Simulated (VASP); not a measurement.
# GaAs3 (P6/mmm) in VASP: further runs

The runs below take GaAs3 through single point, with PBE.

Program: VASP 6.6.1. These are calculated values, not measurements. Logs are shortened: lines on timing, memory, paths and dates and some standing lists are left out, and cuts for length are marked.

## Step 1: The cell of the first run

Symmetry: P6/mmm, No. 191, hexagonal system. The conventional cell has a = 4.886 Å, b = 4.886 Å, c = 4.842 Å, α = 90.00°, β = 90.00°, γ = 120.00°. Within 3.2 Å of Ga (site symmetry 6/mmm) lie 8 As at 2.42 to 2.82 Å. Within 3.8 Å of As (site symmetry -6m2) lie 9 As at 2.82 to 3.72 Å and 3 Ga at 2.82 Å. Within 3.2 Å of As (site symmetry 6/mmm) lie 2 Ga at 2.42 Å.

The cell was built from a structure type or drawn by symmetry, and may not be a known phase.

## Step 2: Single point, PBE

File INCAR:

```
  ALGO = Normal
  EDIFF = 1E-6
  ENCUT = 500
  GGA = PE
  GGA_COMPAT = False
  ISIF = 2
  ISMEAR = 0
  LASPH = True
  LCHARG = False
  LREAL = False
  LWAVE = False
  NBANDS = 22
  NELM = 120
  PREC = Accurate
  SIGMA = 0.2
```

File KPOINTS:

```
k-points
0
Gamma
  5 5 3
```

File POSCAR:

```
GaAs3
1.0
    4.8864440264      0.0000000000      0.0000000000
   -2.4432220132      4.2317846610      0.0000000000
    0.0000000000      0.0000000000      4.8416970667
Ga As
1 3
Direct
    0.0000000000      0.0000000000      0.0000000000
    0.3333333333      0.6666666667      0.0000000000
    0.6666666667      0.3333333333      0.0000000000
    0.0000000000      0.0000000000      0.5000000000
```

Potentials or basis: VASP PAW PBE potentials, release 64 (Ga_d, As).

Command:

```sh
$ cat potpaw_PBE.64/Ga_d/POTCAR potpaw_PBE.64/As/POTCAR > POTCAR
$ mpirun -np 1 vasp_std > vasp.out
```

OUTCAR:

```text
EDIFF = 1E-6
   ENCUT = 500
   GGA = PE
   ISIF = 2
   ISMEAR = 0
   LASPH = True
   LREAL = False
   NELM = 120
   PREC = Accurate

 ion  position               nearest neighbor table
   1  0.000  0.000  0.000-   4 2.42   4 2.42   2 2.82   3 2.82   2 2.82   3 2.82   3 2.82   2 2.82

   2  0.333  0.667  0.000-   3 2.82   3 2.82   1 2.82   1 2.82   1 2.82   3 2.82
   3  0.667  0.333  0.000-   2 2.82   2 2.82   1 2.82   1 2.82   1 2.82   2 2.82
   4  0.000  0.000  0.500-   1 2.42   1 2.42

  LATTYP: Found a hexagonal cell.
 ALAT       =     4.8864440264
 C/A-ratio  =     0.9908426333

  Lattice vectors:

 A1 = (   4.8864440264,   0.0000000000,   0.0000000000)
 A2 = (  -2.4432220132,   4.2317846610,   0.0000000000)
 A3 = (   0.0000000000,   0.0000000000,   4.8416970667)

Analysis of symmetry for initial positions (statically):
=====================================================================
 Subroutine PRICEL returns:
 Original cell was already a primitive cell.

 Routine SETGRP: Setting up the symmetry group for a
 hexagonal supercell.

 Subroutine GETGRP returns: Found 24 space group operations
 (whereof 24 operations were pure point group operations)
 out of a pool of 24 trial point group operations.

The static configuration has the point symmetry D_6h.

Analysis of symmetry for dynamics (positions and initial velocities):
=====================================================================
 Subroutine PRICEL returns:
 Original cell was already a primitive cell.

 Routine SETGRP: Setting up the symmetry group for a
 hexagonal supercell.

 Subroutine GETGRP returns: Found 24 space group operations
 (whereof 24 operations were pure point group operations)
 out of a pool of 24 trial point group operations.

The dynamic configuration has the point symmetry D_6h.

 Subroutine INISYM returns: Found 24 space group operations
 (whereof 24 operations are pure point group operations),
 and found     1 'primitive' translations

----------------------------------------------------------------------------------------

                                     Primitive cell

  volume of cell :     100.1184

  direct lattice vectors                    reciprocal lattice vectors
     4.886444026  0.000000000  0.000000000     0.204647796  0.118153460  0.000000000
    -2.443222013  4.231784661  0.000000000     0.000000000  0.236306920  0.000000000
     0.000000000  0.000000000  4.841697067     0.000000000  0.000000000  0.206539151

  length of vectors
     4.886444026  4.886444026  4.841697067     0.236306920  0.236306920  0.206539151

  position of ions in fractional coordinates (direct lattice)
     0.000000000  0.000000000  0.000000000
     0.333333333  0.666666667  0.000000000
     0.666666667  0.333333333  0.000000000
     0.000000000  0.000000000  0.500000000

  ion indices of the primitive-cell ions
   primitive index   ion index
                 1           1
                 2           2
                 3           3
                 4           4

----------------------------------------------------------------------------------------

 KPOINTS: k-points

Automatic generation of k-mesh.
 Grid dimensions read from file:
 generate k-points for:    5    5    3

 Generating k-lattice:

  Cartesian coordinates                     Fractional coordinates (reciprocal lattice)
     0.040929559  0.023630692  0.000000000     0.200000000  0.000000000  0.000000000
     0.000000000  0.047261384  0.000000000     0.000000000  0.200000000  0.000000000
     0.000000000  0.000000000  0.068846384     0.000000000  0.000000000  0.333333333

  Length of vectors
     0.047261384  0.047261384  0.068846384

  Shift w.r.t. Gamma in fractional coordinates (k-lattice)
     0.000000000  0.000000000  0.000000000

 Subroutine IBZKPT returns following result:
 ===========================================

 Found     10 irreducible k-points:

 Following reciprocal coordinates:
            Coordinates               Weight
  0.000000  0.000000  0.000000      1.000000
  0.200000  0.000000  0.000000      6.000000
  0.400000 -0.000000  0.000000      6.000000
  0.200000  0.200000  0.000000      6.000000
  0.400000  0.200000  0.000000      6.000000
  0.000000  0.000000  0.333333      2.000000
  0.200000  0.000000  0.333333     12.000000
  0.400000 -0.000000  0.333333     12.000000
  0.200000  0.200000  0.333333     12.000000
  0.400000  0.200000  0.333333     12.000000
   k-points           NKPTS =     10   k-points in BZ     NKDIM =     10   number of bands    NBANDS=     22
   number of dos      NEDOS =    301   number of ions     NIONS =      4
   total plane-waves  NPLWV =  46656
   dimension x,y,z NGX =    36 NGY =   36 NGZ =   36
   dimension x,y,z NGXF=    72 NGYF=   72 NGZF=   72
   ions per type =               1   3
   NGX,Y,Z   is equivalent  to a cutoff of  12.25, 12.25, 12.36 a.u.
   NGXF,Y,Z  is equivalent  to a cutoff of  24.50, 24.50, 24.72 a.u.
 SYSTEM =  unknown system
   PREC   = accura    normal or accurate (medium, high low for compatibility)
   ISTART =      0    job   : 0-new  1-cont  2-samecut
   ICHARG =      2    charge: 1-file 2-atom 10-const
   ISPIN  =      1    spin polarized calculation?
   LNONCOLLINEAR =      F non collinear calculations
   LSORBIT =      F    spin-orbit coupling
   LASPH  =      T    aspherical Exc in radial PAW
   ENCUT  =  500.0 eV  36.75 Ry    6.06 a.u.   8.91  8.91  8.83*2*pi/ulx,y,z
   NELM   =    120;   NELMIN=  2; NELMDL= -5     # of ELM steps
   EDIFF  = 0.1E-05   stopping-criterion for ELM
   LREAL  =      F    real-space projection
   EDIFFG = 0.1E-04   stopping-criterion for IOM
   NSW    =      0    number of steps for IOM
   IBRION =     -1    ionic relax: 0-MD 1-quasi-New 2-CG
   NFREE  =      0    steps in history (QN), initial steepest desc. (CG)
   ISIF   =      2    stress and relaxation
   ISYM   =      2    0-nonsym 1-usesym 2-fastsym
   POTIM  = 0.5000    time-step for ionic-motion
   TEBEG  =    0.0;   TEEND  =   0.0 temperature during run
   PSTRESS=    0.0 pullay stress
   NELECT =      28.0000    total number of electrons
   NUPDOWN=      -1.0000    fix difference up-down
   EMIN   =  10.00;   EMAX   =-10.00  energy-range for DOS
   EFERMI =   0.00;   METHOD = LEGACY
   ISMEAR =     0;   SIGMA  =   0.20  broadening in eV -4-tet -1-fermi 0-gaus
   EFERMI_NEDOS =   21; number of points for ismear=-14 and -15
   IALGO  =     38    algorithm
   IMIX   =      4    mixing-type and parameters
     AMIX     =   0.40;   BMIX     =  1.00
     AMIX_MAG =   1.60;   BMIX_MAG =  1.00
  volume/ion in A,a.u.               =      25.03       168.91
  Fermi-wavevector in a.u.,A,eV,Ry     =   1.070589  2.023120 15.594467  1.146161
  Thomas-Fermi vector in A             =   2.206304
   LORBIT       =      0    0 simple, 1 ext, 2 COOP (PROOUT), +10 PAW based schemes
   GGA     = PE    functional components
   LHFCALC =     F    Hartree Fock is set to
   AEXX    =    0.0000 exact exchange contribution
   IVDW    =     0    specifies the selected vdW correction
   LEPSILON=     F    determine dielectric tensor
   LRPA    =     F    only Hartree local field effects (RPA)
 non-spin polarized calculation
 Gauss-broadening in eV      SIGMA  =   0.20
  energy-cutoff  :      500.00
  volume of cell :      100.12
 maximum number of plane-waves:      2553
 NGX is ok and might be reduce to    36
   NGX = 17   NGY = 17   NGZ = 17

 number of electron      28.0000011 magnetization

 Free energy of the ion-electron system (eV)
  ---------------------------------------------------
  ext. energy  EPLUGINS =         0.00000000
  ---------------------------------------------------
  free energy    TOTEN  =       -14.19043670 eV

  energy without entropy =      -14.14755319  energy(sigma->0) =      -14.16899495

 E-fermi :   3.3256     XC(G=0):  -9.2811

 val. band max:        3.3044342664   @ k =   0.4000  -0.0000   0.0000
 cond. band min:       3.3910412900   @ k =   0.0000   0.0000   0.3333
 fundamental gap:      0.0866070236
 Fermi energy:         3.3256037311

 k-point     1 :       0.0000    0.0000    0.0000
  band No.  band energies     occupation
      1     -11.9356      2.00000
      2     -11.7794      2.00000
      3     -11.7794      2.00000
      4     -11.7282      2.00000
      5     -11.7282      2.00000
      6      -9.9437      2.00000
[... 14 lines left out ...]
     21      10.5255      0.00000
     22      11.4524      0.00000

 k-point     2 :       0.2000    0.0000    0.0000
  band No.  band energies     occupation
      1     -11.9311      2.00000
      2     -11.7848      2.00000
      3     -11.7751      2.00000
      4     -11.7292      2.00000
      5     -11.7284      2.00000
      6      -9.6496      2.00000
[... 14 lines left out ...]
     21      10.2926      0.00000
     22      10.5032      0.00000

 k-point     3 :       0.4000   -0.0000    0.0000
  band No.  band energies     occupation
      1     -11.9248      2.00000
      2     -11.7945      2.00000
      3     -11.7681      2.00000
      4     -11.7307      2.00000
      5     -11.7286      2.00000
      6      -8.7876      2.00000
[... 14 lines left out ...]
     21       9.0735      0.00000
     22       9.2293      0.00000
[... 126 lines left out ...]
 k-point     9 :       0.2000    0.2000    0.3333
  band No.  band energies     occupation
      1     -11.8782      2.00000
      2     -11.7887      2.00000
      3     -11.7731      2.00000
      4     -11.7344      2.00000
      5     -11.7329      2.00000
      6      -8.8027      2.00000
[... 14 lines left out ...]
     21      10.2282      0.00000
     22      11.0619      0.00000

 k-point    10 :       0.4000    0.2000    0.3333
  band No.  band energies     occupation
      1     -11.8732      2.00000
      2     -11.7899      2.00000
      3     -11.7740      2.00000
      4     -11.7349      2.00000
      5     -11.7334      2.00000
      6      -7.9325      2.00000
[... 14 lines left out ...]
     21       9.9734      0.00000
     22      10.8774      0.00000

------------------------ aborting loop because EDIFF is reached ----------------------------------------

  FORCE on cell =-STRESS in cart. coord.  units (eV):
  Direction    XX          YY          ZZ          XY          YZ          ZX
  --------------------------------------------------------------------------------------
  -------------------------------------------------------------------------------------
  Total        0.0998226      0.0998226     -0.1887194      0.0000000     -0.0000000      0.0000000
  in kB        1.5974432      1.5974432     -3.0200422      0.0000000     -0.0000000      0.0000000
  external PRESSURE =       0.0582814 kB  Pullay stress =       0.0000000 kB

 VOLUME and BASIS-vectors are now :
 -----------------------------------------------------------------------------
  energy-cutoff  :      500.00
  volume of cell :      100.12
      direct lattice vectors                 reciprocal lattice vectors
     4.886444026  0.000000000  0.000000000     0.204647796  0.118153460  0.000000000
    -2.443222013  4.231784661  0.000000000     0.000000000  0.236306920  0.000000000
     0.000000000  0.000000000  4.841697067     0.000000000  0.000000000  0.206539151

 POSITION                                       TOTAL-FORCE (eV/Angst)
 -----------------------------------------------------------------------------------
      0.00000      0.00000      0.00000        -0.000000      0.000000      0.000000
     -0.00000      2.82119      0.00000        -0.000000      0.000000      0.000000
      2.44322      1.41059      0.00000         0.000000      0.000000      0.000000
      0.00000      0.00000      2.42085         0.000000      0.000000      0.000000
 -----------------------------------------------------------------------------------
    total drift:                                0.000000     -0.000000      0.000000

  FREE ENERGIE OF THE ION-ELECTRON SYSTEM (eV)
  ---------------------------------------------------
  free  energy   TOTEN  =       -14.1904366969 eV

  energy  without entropy=      -14.1475531934  energy(sigma->0) =      -14.16899495
```

Wall time 16 s (1 thread of Intel Xeon Platinum 8488C (Sapphire Rapids), shared host); peak memory 0.2 GiB.

Results:

```yaml
Free_energy: -14.1904 eV
Pressure: 0.0 GPa
Band_gap_on_the_k_mesh: zero (bands 14 and 15 overlap by 0.86 eV)
```

Levels at points of the mesh, in eV from the Fermi level:
```
           k point  band 12  band 13  band 14  band 15  band 16  band 17
(0.00, 0.00, 0.00)    -2.81    -2.81    -2.22    -0.27     1.39     1.39
```

Caveat: the k points lie up to 0.43 Å⁻¹ apart, too coarse for converged energies and pressures of a metal.

## Step 3: Single point, PBE

This run uses another cell than the first one, of 19.58 Å³/atom.

File INCAR:

```
SYSTEM = GaAs3
PREC = Accurate
ENCUT = 500
EDIFF = 1E-6
ISMEAR = 0
SIGMA = 0.2
LREAL = .False.
LASPH = .True.
NELM = 120
ALGO = Normal
ISIF = 2
LWAVE = .False.
LCHARG = .True.
GGA = PE
LELF = .True.
LVHAR = .True.
NBANDS = 22
GGA_COMPAT = .False.
```

File KPOINTS:

```
Automatic mesh
0
Gamma
  6 6 3
  0 0 0
```

File POSCAR:

```
GaAs3
1.0
    2.9162465438      0.0000000000      0.0000000000
   -1.4581232719      2.5255435906      0.0000000000
    0.0000000000      0.0000000000     10.6316420970
Ga As
1 3
Direct
    0.0000000000      0.0000000000      0.5000000000
    0.0000000000      0.0000000000      0.2506344855
    0.0000000000      0.0000000000      0.7493655145
    0.0000000000      0.0000000000      0.0000000000
```

Potentials or basis: VASP PAW PBE potentials, release 64 (Ga_d, As).

Command:

```sh
$ cat potpaw_PBE.64/Ga_d/POTCAR potpaw_PBE.64/As/POTCAR > POTCAR
$ mpirun -np 1 vasp_std > vasp.out
```

OUTCAR:

```text
SYSTEM = GaAs3
   PREC = Accurate
   ENCUT = 500
   EDIFF = 1E-6
   ISMEAR = 0
   LREAL = .False.
   LASPH = .True.
   NELM = 120
   ISIF = 2
   GGA = PE

 ion  position               nearest neighbor table
   1  0.000  0.000  0.500-   2 2.65   3 2.65
   2  0.000  0.000  0.251-   1 2.65   4 2.66
   3  0.000  0.000  0.749-   1 2.65   4 2.66
   4  0.000  0.000  0.000-   2 2.66   3 2.66

  LATTYP: Found a hexagonal cell.
 ALAT       =     2.9162465438
 C/A-ratio  =     3.6456595618

  Lattice vectors:

 A1 = (   2.9162465438,   0.0000000000,   0.0000000000)
 A2 = (  -1.4581232719,   2.5255435906,   0.0000000000)
 A3 = (   0.0000000000,   0.0000000000,  10.6316420970)

Analysis of symmetry for initial positions (statically):
=====================================================================
 Subroutine PRICEL returns:
 Original cell was already a primitive cell.

 Routine SETGRP: Setting up the symmetry group for a
 hexagonal supercell.

[... 155 lines left out ...]
  ---------------------------------------------------
  free energy    TOTEN  =       -15.95347395 eV

  energy without entropy =      -15.91640000  energy(sigma->0) =      -15.93493697

 E-fermi :   5.8377     XC(G=0): -10.6193

 val. band max:        5.7279863791   @ k =   0.3333   0.1667   0.0000
 cond. band min:       5.9322063633   @ k =   0.3333   0.3333   0.3333
 fundamental gap:      0.2042199843
 Fermi energy:         5.8376915403

 k-point     1 :       0.0000    0.0000    0.0000
  band No.  band energies     occupation
      1      -9.2432      2.00000
      2      -9.0853      2.00000
      3      -9.0853      2.00000
      4      -8.9262      2.00000
      5      -8.9262      2.00000
      6      -8.8237      2.00000
[... 339 lines left out ...]
     21      11.5684      0.00000
     22      11.5684      0.00000

------------------------ aborting loop because EDIFF is reached ----------------------------------------

  FORCE on cell =-STRESS in cart. coord.  units (eV):
  Direction    XX          YY          ZZ          XY          YZ          ZX
  --------------------------------------------------------------------------------------
  -------------------------------------------------------------------------------------
  Total        0.0537160      0.0537160      0.4066963      0.0000000     -0.0000000      0.0000000
  in kB        1.0990943      1.0990943      8.3214941      0.0000000     -0.0000000      0.0000000
  external PRESSURE =       3.5065609 kB  Pullay stress =       0.0000000 kB

 VOLUME and BASIS-vectors are now :
 -----------------------------------------------------------------------------
  energy-cutoff  :      500.00
  volume of cell :       78.30
      direct lattice vectors                 reciprocal lattice vectors
     2.916246544  0.000000000  0.000000000     0.342906536  0.197977181  0.000000000
    -1.458123272  2.525543591  0.000000000     0.000000000  0.395954362  0.000000000
     0.000000000  0.000000000 10.631642097     0.000000000  0.000000000  0.094058847

 POSITION                                       TOTAL-FORCE (eV/Angst)
 -----------------------------------------------------------------------------------
      0.00000      0.00000      5.31582        -0.000000      0.000000      0.000000
      0.00000      0.00000      2.66466         0.000000      0.000000     -0.055891
      0.00000      0.00000      7.96699         0.000000     -0.000000      0.055891
      0.00000      0.00000      0.00000        -0.000000      0.000000      0.000000
 -----------------------------------------------------------------------------------
    total drift:                                0.000000      0.000000     -0.000000

  FREE ENERGIE OF THE ION-ELECTRON SYSTEM (eV)
  ---------------------------------------------------
  free  energy   TOTEN  =       -15.9534739471 eV

  energy  without entropy=      -15.9163999995  energy(sigma->0) =      -15.93493697
```

Run time: 21 s. Hardware: 1 thread of Intel Xeon Platinum 8488C (Sapphire Rapids), shared host; peak memory 0.2 GiB.

What came out:

```
Free energy            : -15.9535 eV
Pressure               : 0.4 GPa
Largest force          : 0.056 eV/Å
Band gap on the k mesh : zero (bands 14 and 15 overlap by 7.55 eV)
```

Forces in eV/Å, atoms in the order of the input:
```
Ga   0.000  0.000  0.000
As   0.000  0.000 -0.056
As   0.000  0.000  0.056
As   0.000  0.000  0.000
```

Caveat: the k points lie up to 0.41 Å⁻¹ apart, too coarse for converged energies and pressures of a metal.
